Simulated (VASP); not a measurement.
Sn: single point with PBE

The system is Sn.

```
Sn
1.0
     0.00000    2.40963    2.40963
     2.40963    0.00000    2.40963
     2.40963    2.40963    0.00000
Sn
1
Direct
  0.00000 0.00000 0.00000
```

This isn't the form of Sn at room conditions, which is tetragonal (white tin).

```
Program                : VASP 6.6.1
Task                   : single point
Functional             : PBE
Potentials or basis    : VASP PAW PBE potentials, release 64 (Sn_d)
Cutoff                 : 520 eV
k mesh                 : 16 × 16 × 16
Occupations            : gaussian, width 0.1 eV
Spin                   : no spin polarisation
Dipole correction      : no
Further INCAR settings : ALGO = Normal; EDIFF = 1e-06; NBANDS = 13
```

```
Pressure               : 0.0 GPa
Band gap on the k mesh : zero (bands 7 and 8 overlap by 9.37 eV)
```

Levels at points of the mesh, in eV from the Fermi level:
| k point | band 4 | band 5 | band 6 | band 7 | band 8 | band 9 | band 10 | band 11 |
| --- | --- | --- | --- | --- | --- | --- | --- | --- |
| (0.00, 0.00, 0.00) | -21.53 | -21.53 | -10.98 | 7.42 | 7.42 | 7.42 | 10.52 | 11.61 |
| (0.50, 0.00, 0.00) | -21.46 | -21.46 | -6.80 | -4.53 | 5.57 | 5.57 | 9.90 | 9.92 |
| (0.50, 0.50, 0.00) | -21.44 | -21.44 | -4.97 | -3.56 | 1.98 | 1.98 | 5.26 | 5.67 |

Run time: 19 s on 1 thread of Intel(R) Xeon(R) 6975P-C (Granite Rapids), with other jobs on the host, peak memory 0.18 GiB.

Caveat: spin-orbit coupling is left out, which moves the levels of the heavy elements.
